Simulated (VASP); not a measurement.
# BaTiO3 (P4/mmm) in VASP: single point with PBEsol

Aim: the single point of BaTiO3 with PBEsol.

Everything below comes from runs of VASP 6.6.1. Logs are shortened: lines on timing, memory, paths and dates and some standing lists are left out, and cuts for length are marked.

## Step 1: The cell of the first run

It takes space group P4/mmm (No. 123, tetragonal). The conventional cell has a = 4.112 Å, b = 4.112 Å, c = 5.036 Å, α = 90.00°, β = 90.00°, γ = 90.00°. Within 3.3 Å of Ba (site symmetry 4/mmm) lie 10 O at 2.52 to 3.25 Å. Within 2.7 Å of Ti (site symmetry 4/mmm) lie 4 O at 2.06 Å. Within 2.7 Å of O (site symmetry mmm) lie 2 Ti at 2.06 Å and 2 O at 2.06 Å. O (site symmetry 4/mmm) has 4 O at 2.06 Å and 2 Ba at 2.52 Å within 2.7 Å.

## Step 2: Single point, PBEsol

The input, INCAR:

```
SYSTEM = BaTiO3
PREC     = Accurate       ! precision mode
ENCUT    = 600            ! plane-wave cutoff, eV
EDIFF    = 1E-6           ! SCF threshold, eV
ISMEAR   = 0              ! smearing method
SIGMA    = 0.01           ! smearing width, eV
LREAL    = .False.        ! projectors in reciprocal space
LASPH    = .True.         ! aspherical terms in the spheres
NELM     = 120            ! most SCF steps
ALGO     = Normal         ! electronic algorithm
ISIF     = 2              ! what is computed and relaxed
LWAVE    = .False.        ! write WAVECAR
LCHARG   = .True.         ! write CHGCAR
GGA      = PS             ! functional
LELF     = .True.         ! ELF
LVHAR    = .True.       
NBANDS   = 28             ! bands
GGA_COMPAT= .False.
```

The input, KPOINTS:

```
Automatic mesh
0
Gamma
  4 4 4
  0 0 0
```

The input, POSCAR:

```
BaTiO3
1.0
    4.1124670000      0.0000000000      0.0000000000
    0.0000000000      4.1124670000      0.0000000000
    0.0000000000      0.0000000000      5.0356130000
Ba Ti O
1 1 3
Direct
    0.0000000000      0.0000000000      0.0000000000
    0.5000000000      0.5000000000      0.5000000000
    0.0000000000      0.5000000000      0.5000000000
    0.5000000000      0.0000000000      0.5000000000
    0.0000000000      0.0000000000      0.5000000000
```

Potentials or basis: VASP PAW PBE potentials, release 64 (Ba_sv, Ti_sv, O).

On the command line:

```console
cat potpaw_PBE.64/Ba_sv/POTCAR potpaw_PBE.64/Ti_sv/POTCAR potpaw_PBE.64/O/POTCAR > POTCAR
mpirun -np 1 vasp_std > vasp.out
```

OUTCAR:

```text
SYSTEM = BaTiO3
   PREC = Accurate
   ENCUT = 600
   EDIFF = 1E-6
   ISMEAR = 0
   LREAL = .False.
   LASPH = .True.
   NELM = 120
   ISIF = 2
   GGA = PS

 ion  position               nearest neighbor table
   1  0.000  0.000  0.000-   5 2.52   5 2.52   3 3.25   3 3.25   4 3.25   4 3.25   3 3.25   3 3.25
                             4 3.25   4 3.25
   2  0.500  0.500  0.500-   3 2.06   4 2.06   4 2.06   3 2.06
   3  0.000  0.500  0.500-   2 2.06   2 2.06   1 3.25   1 3.25   1 3.25   1 3.25
   4  0.500  0.000  0.500-   2 2.06   2 2.06   1 3.25   1 3.25   1 3.25   1 3.25
   5  0.000  0.000  0.500-   1 2.52   1 2.52

  LATTYP: Found a simple tetragonal cell.
 ALAT       =     4.1124670000
 C/A-ratio  =     1.2244749927

  Lattice vectors:

 A1 = (   4.1124670000,   0.0000000000,   0.0000000000)
 A2 = (   0.0000000000,   4.1124670000,   0.0000000000)
 A3 = (   0.0000000000,   0.0000000000,   5.0356130000)

Analysis of symmetry for initial positions (statically):
=====================================================================
 Subroutine PRICEL returns:
 Original cell was already a primitive cell.

 Routine SETGRP: Setting up the symmetry group for a
 simple tetragonal supercell.

 Subroutine GETGRP returns: Found 16 space group operations
 (whereof 16 operations were pure point group operations)
 out of a pool of 16 trial point group operations.

The static configuration has the point symmetry D_4h.

Analysis of symmetry for dynamics (positions and initial velocities):
=====================================================================
 Subroutine PRICEL returns:
 Original cell was already a primitive cell.

 Routine SETGRP: Setting up the symmetry group for a
 simple tetragonal supercell.

 Subroutine GETGRP returns: Found 16 space group operations
 (whereof 16 operations were pure point group operations)
 out of a pool of 16 trial point group operations.

The dynamic configuration has the point symmetry D_4h.

 Subroutine INISYM returns: Found 16 space group operations
 (whereof 16 operations are pure point group operations),
 and found     1 'primitive' translations

----------------------------------------------------------------------------------------

                                     Primitive cell

  volume of cell :      85.1642

  direct lattice vectors                    reciprocal lattice vectors
     4.112467000  0.000000000  0.000000000     0.243163045  0.000000000  0.000000000
     0.000000000  4.112467000  0.000000000     0.000000000  0.243163045  0.000000000
     0.000000000  0.000000000  5.035613000     0.000000000  0.000000000  0.198585555

  length of vectors
     4.112467000  4.112467000  5.035613000     0.243163045  0.243163045  0.198585555

  position of ions in fractional coordinates (direct lattice)
     0.000000000  0.000000000  0.000000000
     0.500000000  0.500000000  0.500000000
     0.000000000  0.500000000  0.500000000
     0.500000000  0.000000000  0.500000000
     0.000000000  0.000000000  0.500000000

  ion indices of the primitive-cell ions
   primitive index   ion index
                 1           1
                 2           2
                 3           3
                 4           4
                 5           5

----------------------------------------------------------------------------------------

 KPOINTS: Automatic mesh

Automatic generation of k-mesh.
 Grid dimensions read from file:
 generate k-points for:    4    4    4

 Generating k-lattice:

  Cartesian coordinates                     Fractional coordinates (reciprocal lattice)
     0.060790761  0.000000000  0.000000000     0.250000000  0.000000000  0.000000000
     0.000000000  0.060790761  0.000000000     0.000000000  0.250000000  0.000000000
     0.000000000  0.000000000  0.049646389     0.000000000  0.000000000  0.250000000

  Length of vectors
     0.060790761  0.060790761  0.049646389

  Shift w.r.t. Gamma in fractional coordinates (k-lattice)
     0.000000000  0.000000000  0.000000000

 Subroutine IBZKPT returns following result:
 ===========================================

 Found     18 irreducible k-points:

 Following reciprocal coordinates:
            Coordinates               Weight
  0.000000  0.000000  0.000000      1.000000
  0.250000  0.000000  0.000000      4.000000
  0.500000  0.000000  0.000000      2.000000
  0.250000  0.250000  0.000000      4.000000
  0.500000  0.250000  0.000000      4.000000
  0.500000  0.500000  0.000000      1.000000
[... 10 lines left out ...]
  0.500000  0.250000  0.500000      4.000000
  0.500000  0.500000  0.500000      1.000000
   k-points           NKPTS =     18   k-points in BZ     NKDIM =     18   number of bands    NBANDS=     28
   number of dos      NEDOS =    301   number of ions     NIONS =      5
   total plane-waves  NPLWV =  51840
   dimension x,y,z NGX =    36 NGY =   36 NGZ =   40
   dimension x,y,z NGXF=    72 NGYF=   72 NGZF=   80
   ions per type =               1   1   3
   NGX,Y,Z   is equivalent  to a cutoff of  14.55, 14.55, 13.21 a.u.
   NGXF,Y,Z  is equivalent  to a cutoff of  29.11, 29.11, 26.41 a.u.
 SYSTEM =  BaTiO3
   PREC   = accura    normal or accurate (medium, high low for compatibility)
   ISTART =      0    job   : 0-new  1-cont  2-samecut
   ICHARG =      2    charge: 1-file 2-atom 10-const
   ISPIN  =      1    spin polarized calculation?
   LNONCOLLINEAR =      F non collinear calculations
   LSORBIT =      F    spin-orbit coupling
   LASPH  =      T    aspherical Exc in radial PAW
   ENCUT  =  600.0 eV  44.10 Ry    6.64 a.u.   8.21  8.21 10.06*2*pi/ulx,y,z
   NELM   =    120;   NELMIN=  2; NELMDL= -5     # of ELM steps
   EDIFF  = 0.1E-05   stopping-criterion for ELM
   LREAL  =      F    real-space projection
   EDIFFG = 0.1E-04   stopping-criterion for IOM
   NSW    =      0    number of steps for IOM
   IBRION =     -1    ionic relax: 0-MD 1-quasi-New 2-CG
   NFREE  =      0    steps in history (QN), initial steepest desc. (CG)
   ISIF   =      2    stress and relaxation
   ISYM   =      2    0-nonsym 1-usesym 2-fastsym
   POTIM  = 0.5000    time-step for ionic-motion
   TEBEG  =    0.0;   TEEND  =   0.0 temperature during run
   PSTRESS=    0.0 pullay stress
   NELECT =      40.0000    total number of electrons
   NUPDOWN=      -1.0000    fix difference up-down
   EMIN   =  10.00;   EMAX   =-10.00  energy-range for DOS
   EFERMI =   0.00;   METHOD = LEGACY
   ISMEAR =     0;   SIGMA  =   0.01  broadening in eV -4-tet -1-fermi 0-gaus
   EFERMI_NEDOS =   21; number of points for ismear=-14 and -15
   IALGO  =     38    algorithm
   IMIX   =      4    mixing-type and parameters
     AMIX     =   0.40;   BMIX     =  1.00
     AMIX_MAG =   1.60;   BMIX_MAG =  1.00
  volume/ion in A,a.u.               =      17.03       114.94
  Fermi-wavevector in a.u.,A,eV,Ry     =   1.272553  2.404776 22.033142  1.619390
  Thomas-Fermi vector in A             =   2.405425
   LORBIT       =      0    0 simple, 1 ext, 2 COOP (PROOUT), +10 PAW based schemes
   GGA     = PS    functional components
   LHFCALC =     F    Hartree Fock is set to
   AEXX    =    0.0000 exact exchange contribution
   IVDW    =     0    specifies the selected vdW correction
   LEPSILON=     F    determine dielectric tensor
   LRPA    =     F    only Hartree local field effects (RPA)
 non-spin polarized calculation
 Gauss-broadening in eV      SIGMA  =   0.01
  energy-cutoff  :      600.00
  volume of cell :       85.16
 maximum number of plane-waves:      2872
 NGX is ok and might be reduce to    36
   NGX = 17   NGY = 17   NGZ = 21

 number of electron      39.9999999 magnetization

 Free energy of the ion-electron system (eV)
  ---------------------------------------------------
  ext. energy  EPLUGINS =         0.00000000
  ---------------------------------------------------
  free energy    TOTEN  =       -32.51469928 eV

  energy without entropy =      -32.51412091  energy(sigma->0) =      -32.51441009

 E-fermi :   4.1505     XC(G=0): -10.0604

 val. band max:        4.1305503076   @ k =   0.0000   0.0000   0.0000
 cond. band min:       4.1506696680   @ k =   0.2500   0.0000   0.5000
 fundamental gap:      0.0201193604
 Fermi energy:         4.1505401979

 k-point     1 :       0.0000    0.0000    0.0000
  band No.  band energies     occupation
      1     -53.8637      2.00000
      2     -30.2705      2.00000
      3     -30.2705      2.00000
      4     -30.0382      2.00000
      5     -23.5542      2.00000
      6     -16.0927      2.00000
[... 20 lines left out ...]
     27       6.1089      0.00000
     28       8.9589      0.00000

 k-point     2 :       0.2500    0.0000    0.0000
  band No.  band energies     occupation
      1     -53.8634      2.00000
      2     -30.2918      2.00000
      3     -30.2697      2.00000
      4     -30.0375      2.00000
      5     -23.5314      2.00000
      6     -15.7965      2.00000
[... 20 lines left out ...]
     27       7.2274      0.00000
     28       8.0917      0.00000

 k-point     3 :       0.5000    0.0000    0.0000
  band No.  band energies     occupation
      1     -53.8630      2.00000
      2     -30.3129      2.00000
      3     -30.2689      2.00000
      4     -30.0368      2.00000
      5     -23.5085      2.00000
      6     -15.2527      2.00000
[... 20 lines left out ...]
     27       7.4795      0.00000
     28       7.4887      0.00000

 k-point     4 :       0.2500    0.2500    0.0000
  band No.  band energies     occupation
      1     -53.8630      2.00000
      2     -30.2911      2.00000
      3     -30.2905      2.00000
      4     -30.0368      2.00000
      5     -23.5097      2.00000
      6     -15.5078      2.00000
[... 392 lines left out ...]
     27       7.6104      0.00000
     28       7.9624      0.00000

 k-point    17 :       0.5000    0.2500    0.5000
  band No.  band energies     occupation
      1     -53.8626      2.00000
      2     -30.3116      2.00000
      3     -30.2897      2.00000
      4     -30.0365      2.00000
      5     -23.4643      2.00000
      6     -15.1655      2.00000
[... 20 lines left out ...]
     27       7.6876      0.00000
     28       8.5001      0.00000

 k-point    18 :       0.5000    0.5000    0.5000
  band No.  band energies     occupation
      1     -53.8623      2.00000
      2     -30.3104      2.00000
      3     -30.3104      2.00000
      4     -30.0358      2.00000
      5     -23.4441      2.00000
      6     -14.3924      2.00000
[... 20 lines left out ...]
     27       7.6995      0.00000
     28       9.1667      0.00000

------------------------ aborting loop because EDIFF is reached ----------------------------------------

  FORCE on cell =-STRESS in cart. coord.  units (eV):
  Direction    XX          YY          ZZ          XY          YZ          ZX
  --------------------------------------------------------------------------------------
  -------------------------------------------------------------------------------------
  Total       -2.2204373     -2.2204373     -1.8774590      0.0000000     -0.0000000      0.0000000
  in kB      -41.7726379    -41.7726379    -35.3202553      0.0000000     -0.0000000      0.0000000
  external PRESSURE =     -39.6218437 kB  Pullay stress =       0.0000000 kB

 VOLUME and BASIS-vectors are now :
 -----------------------------------------------------------------------------
  energy-cutoff  :      600.00
  volume of cell :       85.16
      direct lattice vectors                 reciprocal lattice vectors
     4.112467000  0.000000000  0.000000000     0.243163045  0.000000000  0.000000000
     0.000000000  4.112467000  0.000000000     0.000000000  0.243163045  0.000000000
     0.000000000  0.000000000  5.035613000     0.000000000  0.000000000  0.198585555

 POSITION                                       TOTAL-FORCE (eV/Angst)
 -----------------------------------------------------------------------------------
      0.00000      0.00000      0.00000         0.000000      0.000000      0.000000
      2.05623      2.05623      2.51781         0.000000      0.000000      0.000000
      0.00000      2.05623      2.51781         0.000000      0.000000      0.000000
      2.05623      0.00000      2.51781         0.000000      0.000000      0.000000
      0.00000      0.00000      2.51781         0.000000      0.000000      0.000000
 -----------------------------------------------------------------------------------
    total drift:                                0.000000      0.000000      0.000000

  FREE ENERGIE OF THE ION-ELECTRON SYSTEM (eV)
  ---------------------------------------------------
  free  energy   TOTEN  =       -32.5146992786 eV

  energy  without entropy=      -32.5141209080  energy(sigma->0) =      -32.51441009
```

Wall time 2.1 min (1 thread of Intel Xeon 8259CL, shared host); peak memory 0.25 GiB.

Results:

| Property | Result |
| --- | --- |
| Free energy | -32.5147 eV |
| Pressure | -4.0 GPa |
| Band gap on the k mesh | zero (bands 20 and 21 overlap by 1.58 eV) |

Stress tensor (GPa, compression positive):
```
-4.18  0.00  0.00
 0.00 -4.18  0.00
 0.00  0.00 -3.53
```

Caveat: the k points lie up to 0.38 Å⁻¹ apart, too coarse for converged energies and pressures of a metal; the PAW data sets were made with another functional, which shifts forces and pressure a little; spin-orbit coupling is left out, which moves the levels of the heavy elements.

The gap in the log of VASP goes by the Fermi energy; the results here count the filled bands.